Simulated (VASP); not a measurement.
# Zr2Ge (Cmmm) in VASP: a series of runs

The runs below take Zr2Ge through single point, relaxation of cell and atoms, with PBE.

Everything below comes from runs of VASP 6.6.1. Logs are shortened: lines on timing, memory, paths and dates and some standing lists are left out, and cuts for length are marked.

**1. The cell of the first run**

Symmetry: Cmmm, No. 65, orthorhombic system. The conventional cell has a = 5.542 Å, b = 7.116 Å, c = 3.611 Å, α = 90.00°, β = 90.00°, γ = 90.00°. Zr (site symmetry m2m) has 2 Ge at 2.67 Å and 3 Zr at 2.79 to 3.19 Å within 3.5 Å. Within 3.5 Å of Ge (site symmetry mmm) lie 4 Zr at 2.67 Å.

**2. Single point, PBE**

Contents of INCAR:

```
PREC     = Accurate       # precision mode
ENCUT    = 520            # plane-wave cutoff, eV
EDIFF    = 1E-7           # SCF threshold, eV
ISMEAR   = 0              # smearing method
SIGMA    = 0.1            # smearing width, eV
LREAL    = F              # projectors in reciprocal space
LASPH    = T              # aspherical terms in the spheres
NELM     = 60             # most SCF steps
ALGO     = Normal         # electronic algorithm
ISIF     = 2              # what is computed and relaxed
LWAVE    = F              # write WAVECAR
LCHARG   = T              # write CHGCAR
GGA      = PE             # functional
LELF     = T              # ELF
LVHAR    = T            
NBANDS   = 26             # bands
```

Contents of KPOINTS:

```
Automatic mesh
0
Gamma
  4 4 6
```

Contents of POSCAR:

```
Zr2Ge
1.0
    2.7711843915     -3.5578732258      0.0000000000
    2.7711843915      3.5578732258      0.0000000000
    0.0000000000      0.0000000000      3.6107137348
Zr Ge
2 1
Direct
    0.2755074990      0.7244925010      0.0000000000
    0.7244925010      0.2755074990      0.0000000000
    0.0000000000      0.0000000000      0.5000000000
```

Potentials or basis: VASP PAW PBE potentials, release 64 (Zr_sv, Ge_d).

Run with:

```sh
$ cat potpaw_PBE.64/Zr_sv/POTCAR potpaw_PBE.64/Ge_d/POTCAR > POTCAR
$ mpirun -np 1 vasp_std > vasp.out
```

OUTCAR:

```text
PREC = Accurate
   ENCUT = 520
   EDIFF = 1E-7
   ISMEAR = 0
   LREAL = F
   LASPH = T
   NELM = 60
   ISIF = 2
   GGA = PE

 ion  position               nearest neighbor table
   1  0.276  0.724  0.000-   3 2.67   3 2.67   2 2.79   2 2.79   2 3.19
   2  0.724  0.276  0.000-   3 2.67   3 2.67   1 2.79   1 2.79   1 3.19
   3  0.000  0.000  0.500-   1 2.67   2 2.67   1 2.67   2 2.67

  LATTYP: Found a base centered orthorhombic cell.
 ALAT       =     5.5423687830
 B/A-ratio  =     1.2838818076
 C/A-ratio  =     0.6514748253

  Lattice vectors:

 A1 = (   2.7711843915,  -3.5578732258,   0.0000000000)
 A2 = (   2.7711843915,   3.5578732258,   0.0000000000)
 A3 = (   0.0000000000,   0.0000000000,   3.6107137348)

Analysis of symmetry for initial positions (statically):
=====================================================================
 Subroutine PRICEL returns:
 Original cell was already a primitive cell.

 Routine SETGRP: Setting up the symmetry group for a
 base centered orthorhombic supercell.

 Subroutine GETGRP returns: Found  8 space group operations
 (whereof  8 operations were pure point group operations)
 out of a pool of  8 trial point group operations.

The static configuration has the point symmetry D_2h.

Analysis of symmetry for dynamics (positions and initial velocities):
=====================================================================
 Subroutine PRICEL returns:
 Original cell was already a primitive cell.

 Routine SETGRP: Setting up the symmetry group for a
 base centered orthorhombic supercell.

 Subroutine GETGRP returns: Found  8 space group operations
 (whereof  8 operations were pure point group operations)
 out of a pool of  8 trial point group operations.

The dynamic configuration has the point symmetry D_2h.

 Subroutine INISYM returns: Found  8 space group operations
 (whereof  8 operations are pure point group operations),
 and found     1 'primitive' translations

----------------------------------------------------------------------------------------

                                     Primitive cell

  volume of cell :      71.1998

  direct lattice vectors                    reciprocal lattice vectors
     2.771184391 -3.557873226  0.000000000     0.180428268 -0.140533394  0.000000000
     2.771184391  3.557873226  0.000000000     0.180428268  0.140533394  0.000000000
     0.000000000  0.000000000  3.610713735     0.000000000  0.000000000  0.276953554

  length of vectors
     4.509758843  4.509758843  3.610713735     0.228700666  0.228700666  0.276953554

  position of ions in fractional coordinates (direct lattice)
     0.275507499  0.724492501  0.000000000
     0.724492501  0.275507499  0.000000000
     0.000000000  0.000000000  0.500000000

  ion indices of the primitive-cell ions
   primitive index   ion index
                 1           1
                 2           2
                 3           3

----------------------------------------------------------------------------------------

 KPOINTS: Automatic mesh

Automatic generation of k-mesh.
 Grid dimensions read from file:
 generate k-points for:    4    4    6

 Generating k-lattice:

  Cartesian coordinates                     Fractional coordinates (reciprocal lattice)
     0.045107067 -0.035133349  0.000000000     0.250000000  0.000000000  0.000000000
     0.045107067  0.035133349  0.000000000     0.000000000  0.250000000  0.000000000
     0.000000000  0.000000000  0.046158926     0.000000000  0.000000000  0.166666667

  Length of vectors
     0.057175167  0.057175167  0.046158926

  Shift w.r.t. Gamma in fractional coordinates (k-lattice)
     0.000000000  0.000000000  0.000000000

 Subroutine IBZKPT returns following result:
 ===========================================

 Found     28 irreducible k-points:

 Following reciprocal coordinates:
            Coordinates               Weight
  0.000000  0.000000  0.000000      1.000000
  0.250000 -0.000000  0.000000      4.000000
  0.500000 -0.000000  0.000000      2.000000
  0.250000  0.250000  0.000000      2.000000
  0.500000  0.250000  0.000000      4.000000
 -0.250000  0.250000  0.000000      2.000000
[... 16 lines left out ...]
  0.250000 -0.000000  0.500000      4.000000
  0.500000 -0.000000  0.500000      2.000000
 [... further k-points ...]
   k-points           NKPTS =     28   k-points in BZ     NKDIM =     28   number of bands    NBANDS=     26
   number of dos      NEDOS =    301   number of ions     NIONS =      3
   total plane-waves  NPLWV =  36288
   dimension x,y,z NGX =    36 NGY =   36 NGZ =   28
   dimension x,y,z NGXF=    72 NGYF=   72 NGZF=   56
   ions per type =               2   1
   NGX,Y,Z   is equivalent  to a cutoff of  13.27, 13.27, 12.89 a.u.
   NGXF,Y,Z  is equivalent  to a cutoff of  26.54, 26.54, 25.78 a.u.
 SYSTEM =  unknown system
   PREC   = accura    normal or accurate (medium, high low for compatibility)
   ISTART =      0    job   : 0-new  1-cont  2-samecut
   ICHARG =      2    charge: 1-file 2-atom 10-const
   ISPIN  =      1    spin polarized calculation?
   LNONCOLLINEAR =      F non collinear calculations
   LSORBIT =      F    spin-orbit coupling
   LASPH  =      T    aspherical Exc in radial PAW
   ENCUT  =  520.0 eV  38.22 Ry    6.18 a.u.   8.39  8.39  6.71*2*pi/ulx,y,z
   NELM   =     60;   NELMIN=  2; NELMDL= -5     # of ELM steps
   EDIFF  = 0.1E-06   stopping-criterion for ELM
   LREAL  =      F    real-space projection
   EDIFFG = 0.1E-05   stopping-criterion for IOM
   NSW    =      0    number of steps for IOM
   IBRION =     -1    ionic relax: 0-MD 1-quasi-New 2-CG
   NFREE  =      0    steps in history (QN), initial steepest desc. (CG)
   ISIF   =      2    stress and relaxation
   ISYM   =      2    0-nonsym 1-usesym 2-fastsym
   POTIM  = 0.5000    time-step for ionic-motion
   TEBEG  =    0.0;   TEEND  =   0.0 temperature during run
   PSTRESS=    0.0 pullay stress
   NELECT =      38.0000    total number of electrons
   NUPDOWN=      -1.0000    fix difference up-down
   EMIN   =  10.00;   EMAX   =-10.00  energy-range for DOS
   EFERMI =   0.00;   METHOD = LEGACY
   ISMEAR =     0;   SIGMA  =   0.10  broadening in eV -4-tet -1-fermi 0-gaus
   EFERMI_NEDOS =   21; number of points for ismear=-14 and -15
   IALGO  =     38    algorithm
   IMIX   =      4    mixing-type and parameters
     AMIX     =   0.40;   BMIX     =  1.00
     AMIX_MAG =   1.60;   BMIX_MAG =  1.00
  volume/ion in A,a.u.               =      23.73       160.16
  Fermi-wavevector in a.u.,A,eV,Ry     =   1.327934  2.509431 23.992620  1.763408
  Thomas-Fermi vector in A             =   2.457209
   LORBIT       =      0    0 simple, 1 ext, 2 COOP (PROOUT), +10 PAW based schemes
   GGA     = PE    functional components
   LHFCALC =     F    Hartree Fock is set to
   AEXX    =    0.0000 exact exchange contribution
   IVDW    =     0    specifies the selected vdW correction
   LEPSILON=     F    determine dielectric tensor
   LRPA    =     F    only Hartree local field effects (RPA)
 non-spin polarized calculation
 Gauss-broadening in eV      SIGMA  =   0.10
  energy-cutoff  :      520.00
  volume of cell :       71.20
 maximum number of plane-waves:      1946
 NGX is ok and might be reduce to    36

 number of electron      38.0000019 magnetization

 Free energy of the ion-electron system (eV)
  ---------------------------------------------------
  ext. energy  EPLUGINS =         0.00000000
  ---------------------------------------------------
  free energy    TOTEN  =       -20.67173048 eV

  energy without entropy =      -20.65823079  energy(sigma->0) =      -20.66498063

 E-fermi :   7.2906     XC(G=0): -10.5972

 val. band max:        7.2661290395   @ k =   0.5000  -0.0000   0.5000
 cond. band min:       7.3242235851   @ k =   0.5000  -0.0000   0.3333
 fundamental gap:      0.0580945456
 Fermi energy:         7.2905650631

 k-point     1 :       0.0000    0.0000    0.0000
  band No.  band energies     occupation
      1     -41.6845      2.00000
      2     -41.4462      2.00000
      3     -20.4079      2.00000
      4     -19.7667      2.00000
      5     -19.6425      2.00000
      6     -19.6198      2.00000
[... 18 lines left out ...]
     25      11.3844      0.00000
     26      11.5509      0.00000

 k-point     2 :       0.2500   -0.0000    0.0000
  band No.  band energies     occupation
      1     -41.6506      2.00000
      2     -41.4813      2.00000
      3     -20.2147      2.00000
      4     -19.7909      2.00000
      5     -19.6157      2.00000
      6     -19.6063      2.00000
[... 18 lines left out ...]
     25      10.7700      0.00000
     26      11.5583      0.00000

 k-point     3 :       0.5000   -0.0000    0.0000
  band No.  band energies     occupation
      1     -41.5775      2.00000
      2     -41.5555      2.00000
      3     -19.8631      2.00000
      4     -19.7855      2.00000
      5     -19.6119      2.00000
      6     -19.5671      2.00000
[... 18 lines left out ...]
     25       9.4358      0.00000
     26      10.9039      0.00000

 k-point     4 :       0.2500    0.2500    0.0000
  band No.  band energies     occupation
      1     -41.5798      2.00000
      2     -41.5532      2.00000
      3     -19.9234      2.00000
      4     -19.7388      2.00000
      5     -19.6420      2.00000
      6     -19.5486      2.00000
[... 18 lines left out ...]
     25      10.0275      0.00000
     26      10.8510      0.00000
[... 496 lines left out ...]
      1     -41.6729      2.00000
      2     -41.4365      2.00000
      3     -20.3839      2.00000
      4     -19.8482      2.00000
      5     -19.7296      2.00000
      6     -19.6310      2.00000
[... 18 lines left out ...]
     25      11.4054      0.00000
     26      12.1503      0.00000

 k-point    23 :       0.2500   -0.0000    0.5000
  band No.  band energies     occupation
      1     -41.6392      2.00000
      2     -41.4713      2.00000
      3     -20.1929      2.00000
      4     -19.8088      2.00000
      5     -19.7781      2.00000
      6     -19.6185      2.00000
[... 18 lines left out ...]
     25      11.1442      0.00000
     26      11.5302      0.00000

 k-point    24 :       0.5000   -0.0000    0.5000
  band No.  band energies     occupation
      1     -41.5671      2.00000
      2     -41.5447      2.00000
      3     -19.8624      2.00000
      4     -19.7592      2.00000
      5     -19.7174      2.00000
      6     -19.7101      2.00000
[... 18 lines left out ...]
     25      10.8010      0.00000
     26      11.3398      0.00000

 [... further k-points ...]
[... 5 lines left out ...]
  --------------------------------------------------------------------------------------
  -------------------------------------------------------------------------------------
  Total        0.0348759      0.0088588     -0.0545877      0.0000000      0.0000000      0.0000000
  in kB        0.7847966      0.1993465     -1.2283615      0.0000000      0.0000000      0.0000000
  external PRESSURE =      -0.0814061 kB  Pullay stress =       0.0000000 kB

 VOLUME and BASIS-vectors are now :
 -----------------------------------------------------------------------------
  energy-cutoff  :      520.00
  volume of cell :       71.20
      direct lattice vectors                 reciprocal lattice vectors
     2.771184391 -3.557873226  0.000000000     0.180428268 -0.140533394  0.000000000
     2.771184391  3.557873226  0.000000000     0.180428268  0.140533394  0.000000000
     0.000000000  0.000000000  3.610713735     0.000000000  0.000000000  0.276953554

 POSITION                                       TOTAL-FORCE (eV/Angst)
 -----------------------------------------------------------------------------------
      2.77118      1.59743      0.00000         0.000000     -0.001870      0.000000
      2.77118     -1.59743      0.00000         0.000000      0.001870     -0.000000
      0.00000      0.00000      1.80536         0.000000      0.000000     -0.000000
 -----------------------------------------------------------------------------------
    total drift:                               -0.000000     -0.000000      0.000000

  FREE ENERGIE OF THE ION-ELECTRON SYSTEM (eV)
  ---------------------------------------------------
  free  energy   TOTEN  =       -20.6717304795 eV

  energy  without entropy=      -20.6582307869  energy(sigma->0) =      -20.66498063
```

It took 32 s on 1 thread of Intel Xeon 6975P-C (Granite Rapids), shared host; peak memory 0.2 GiB.

Results:

| Quantity | Value |
| --- | --- |
| Free energy | -20.6717 eV |
| Pressure | 0.0 GPa |
| Band gap on the k mesh | zero (band 19 reaches 7.98 eV, above the bottom of band 20 at 6.82 eV) |

**3. Relaxation of cell and atoms, PBE**

Contents of INCAR:

```
SYSTEM = Zr2Ge
  PREC = Accurate
  ENCUT = 600
  EDIFF = 1E-7
  ISMEAR = 0
  SIGMA = 0.1
  LREAL = .FALSE.
  LASPH = .TRUE.
  NELM = 100
  ALGO = Fast
  ISIF = 3
  LWAVE = .FALSE.
  LCHARG = .FALSE.
  GGA = PE
  IBRION = 2
  NSW = 90
  EDIFFG = -0.04
```

Contents of KPOINTS:

```
regular mesh
0
G
  4 4 6
  0 0 0
```

Contents of POSCAR:

```
Zr2Ge
1.0
    2.7591298141     -3.5444805451      0.0000000000
    2.7591298141      3.5444805451      0.0000000000
    0.0000000000      0.0000000000      3.6332357877
Zr Ge
2 1
Direct
    0.2741839461      0.7258160539      0.0000000000
    0.7258160539      0.2741839461      0.0000000000
    0.0000000000      0.0000000000      0.5000000000
```

Potentials or basis: VASP PAW PBE potentials, release 64 (Zr_sv, Ge_d).

Run with:

```sh
$ cat potpaw_PBE.64/Zr_sv/POTCAR potpaw_PBE.64/Ge_d/POTCAR > POTCAR
$ mpirun -np 1 vasp_std > vasp.out
```

It took 14 min on 1 thread of Intel Xeon 6975P-C (Granite Rapids), shared host; peak memory 0.22 GiB.

It converged, with:

```
Free energy                            : -20.6711 eV
Relaxed volume                         : 23.85 Å³/atom
Relaxed cell                           : a = 4.510 Å, b = 4.510 Å, c = 3.624 Å, α = 90.00°, β = 90.00°, γ = 104.02°
Space group after relaxing (to 0.05 Å) : Cmmm (No. 65)
Energy gained by relaxing              : 0.5 meV/atom
Ionic steps                            : 6
Pressure after relaxing                : -0.1 GPa
Largest force after relaxing           : 0.039 eV/Å
Band gap on the k mesh                 : zero (band 19 reaches 7.98 eV, above the bottom of band 20 at 6.77 eV)
```

Forces on the atoms (eV/Å):
```
Zr   0.000 -0.039  0.000
Zr   0.000  0.039  0.000
Ge   0.000  0.000  0.000
```

Stress tensor (GPa, compression positive):
```
-0.20  0.00  0.00
 0.00  0.01  0.00
 0.00  0.00 -0.10
```

Step by step:
```csv
step,energy change (eV),largest force (eV/Å),pressure (GPa),volume (Å³)
1,0.0000,0.0054,0.10,71.06
2,-0.0009,0.0215,0.25,71.21
3,0.0049,0.0445,0.08,71.65
4,-0.0014,0.0576,0.07,71.46
5,-0.0015,0.0563,0.10,71.39
6,-0.0016,0.0387,-0.10,71.54
```

Final structure:
```xyz
3
Lattice="2.7764 -3.5547 0.0000 2.7764 3.5547 0.0000 0.0000 0.0000 3.6243" Properties=species:S:1:pos:R:3 pbc="T T T"
Zr    2.7764    1.6049    0.0000
Zr    2.7764   -1.6049    0.0000
Ge    0.0000    0.0000    1.8121
```

Levels at points of the mesh, in eV from the Fermi level:
```csv
k point,band 17,band 18,band 19,band 20,band 21,band 22
"(0.50, 0.00, 0.00)",-1.00,-0.51,0.09,0.98,1.84,2.32
"(0.50, 0.50, 0.00)",-1.42,-1.18,-1.16,0.03,0.10,0.35
"(0.00, 0.00, 0.50)",-1.74,-1.61,-1.46,-0.40,0.63,2.66
"(0.50, 0.00, 0.50)",-2.14,-0.85,-0.03,0.42,0.69,1.95
"(0.50, 0.50, 0.50)",-2.11,-1.53,0.66,0.83,0.87,2.83
```

Caveat: the k points lie up to 0.36 Å⁻¹ apart in the final cell.

**4. Single point, PBE, collinear spin, ferromagnetic start**

Contents of INCAR:

```
SYSTEM = Zr2Ge
PREC = Accurate
ENCUT = 520
EDIFF = 1E-6
ISMEAR = 0
SIGMA = 0.1
LREAL = .False.
LASPH = .True.
NELM = 150
ALGO = Normal
ISIF = 2
LWAVE = .False.
LCHARG = .False.
ISPIN = 2
MAGMOM = 1 1 0
LORBIT = 11
LMAXMIX = 4
GGA = PE
NBANDS = 30
```

Contents of KPOINTS:

```
regular mesh
0
Gamma
  4 4 6
  0 0 0
```

Contents of POSCAR:

```
Zr2Ge
1.0
    2.7711843915     -3.5578732258      0.0000000000
    2.7711843915      3.5578732258      0.0000000000
    0.0000000000      0.0000000000      3.6107137348
Zr Ge
2 1
Direct
    0.2755074990      0.7244925010      0.0000000000
    0.7244925010      0.2755074990      0.0000000000
    0.0000000000      0.0000000000      0.5000000000
```

Run with:

```sh
$ cat potpaw_PBE.64/Zr_sv/POTCAR potpaw_PBE.64/Ge_d/POTCAR > POTCAR
$ mpirun -np 1 vasp_std > vasp.out
```

Run time: 1.9 min. Hardware: 1 thread of Intel Xeon 6975P-C (Granite Rapids), shared host; peak memory 0.25 GiB.

The run converged. Its results:

- Free energy: -20.6718 eV
- Pressure: 0.0 GPa
- Largest force: 0.016 eV/Å
- Net moment: 0.07 μB per cell
- Site moments: Zr +0.02; Ge -0.00 μB
- Valence electrons inside the program's atomic spheres: Zr 9.92; Ge 12.42

Forces in eV/Å, atoms in the order of the input:
```
Zr   0.000 -0.016  0.000
Zr   0.000  0.016  0.000
Ge   0.000  0.000  0.000
```

Stress tensor (GPa, compression positive):
```
 0.12  0.00  0.00
 0.00  0.00  0.00
 0.00  0.00 -0.14
```

Levels at points of the mesh, in eV from the Fermi level:
Spin up:
```tsv
k point	band 17	band 18	band 19	band 20	band 21	band 22
(0.00, 0.00, 0.00)	-1.63	-1.51	-0.06	0.32	0.44	2.14
(0.50, 0.00, 0.00)	-1.03	-0.46	0.01	0.53	1.32	1.33
(0.50, 0.50, 0.00)	-1.40	-1.21	-1.12	0.05	0.07	0.37
(0.00, 0.00, 0.50)	-1.76	-1.62	-1.45	-0.41	0.63	2.66
(0.50, 0.00, 0.50)	-2.17	-0.86	-0.03	0.34	0.65	2.02
(0.50, 0.50, 0.50)	-2.13	-1.51	0.69	0.82	0.83	2.88
```
Spin down:
| k point | band 15 | band 16 | band 17 | band 18 | band 19 | band 20 | band 21 | band 22 | band 23 | band 24 |
| --- | --- | --- | --- | --- | --- | --- | --- | --- | --- | --- |
| (0.00, 0.00, 0.00) | -3.42 | -1.83 | -1.63 | -1.47 | -0.06 | 0.40 | 0.45 | 2.15 | 2.37 | 2.67 |
| (0.50, 0.00, 0.00) | -4.22 | -1.89 | -1.02 | -0.45 | 0.13 | 0.53 | 1.34 | 1.36 | 1.76 | 1.95 |
| (0.50, 0.50, 0.00) | -4.02 | -1.91 | -1.40 | -1.16 | -1.11 | 0.07 | 0.15 | 0.38 | 2.79 | 2.88 |
| (0.00, 0.00, 0.50) | -4.42 | -1.86 | -1.74 | -1.62 | -1.42 | -0.40 | 0.63 | 2.74 | 3.68 | 3.91 |
| (0.50, 0.00, 0.50) | -3.31 | -2.51 | -2.16 | -0.81 | -0.01 | 0.44 | 0.66 | 2.04 | 2.37 | 2.89 |
| (0.50, 0.50, 0.50) | -3.39 | -2.90 | -2.13 | -1.50 | 0.69 | 0.84 | 0.97 | 2.87 | 3.00 | 3.31 |

[end of part 1 of 2]
